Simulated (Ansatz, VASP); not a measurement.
# RbBr: VASP beside Ansatz

File INCAR:

```
SYSTEM = RbBr
PREC = Accurate
ENCUT = 600
EDIFF = 1E-6
ISMEAR = -1
SIGMA = 0.05
LREAL = .FALSE.
LASPH = .TRUE.
NELM = 80
ALGO = Normal
ISIF = 3
LWAVE = .FALSE.
LCHARG = .FALSE.
GGA = PS
IBRION = 2
NSW = 80
EDIFFG = -0.005
```

File KPOINTS:

```
regular mesh
0
G
  7 7 7
  0 0 0
```

File POSCAR:

```
RbBr
1.0
    0.0000000000      3.4270000000      3.4270000000
    3.4270000000      0.0000000000      3.4270000000
    3.4270000000      3.4270000000      0.0000000000
Rb Br
1 1
Direct
    0.0000000000      0.0000000000      0.0000000000
    0.5000000000      0.5000000000      0.5000000000
```

input.yaml

```yaml
crystal:
  lattice:
    - [0.0, 3.427, 3.427]
    - [3.427, 0.0, 3.427]
    - [3.427, 3.427, 0.0]
  atoms:
    - { symbol: Rb, position: [0.0, 0.0, 0.0] }
    - { symbol: Br, position: [0.5, 0.5, 0.5] }
kpoints:
  mp_grid: { grid: [7, 7, 7] }
scf:
  occupations: { method: fermi_dirac, width: 0.05 }
hamiltonian:
  xc: pbesol
  pseudopotentials: { kind: all_electron, lapw: { basis_error: 0.001 } }
output:
  forces: true
  stress: true
relax:
  f_tol: 0.005
  max_steps: 60
  cell: {}
```

Alike in both runs: task relaxation of cell and atoms; functional PBEsol; k mesh 7 × 7 × 7; occupations fermi-dirac, width 0.05 eV; no spin polarisation.

|  | VASP | Ansatz |
| --- | --- | --- |
| version | VASP 6.6.1 | Ansatz 0.2.0 |
| potentials or method | VASP PAW PBE potentials, release 64 (Rb_sv, Br), cutoff 600 eV | all-electron LAPW, scalar-relativistic |

Ansatz gave:

- relaxed volume (Å³/atom): 40.17
- relaxed cell length with the largest relative difference (Å): 4.843

Question: Which values does VASP return?

Answer: Relaxed volume (Å³/atom): 40.21; relaxed cell length with the largest relative difference (Å): 4.845.

VASP's potentials were made for PBE, not for PBEsol. Ansatz ran all-electron here, and VASP with PAW potentials.
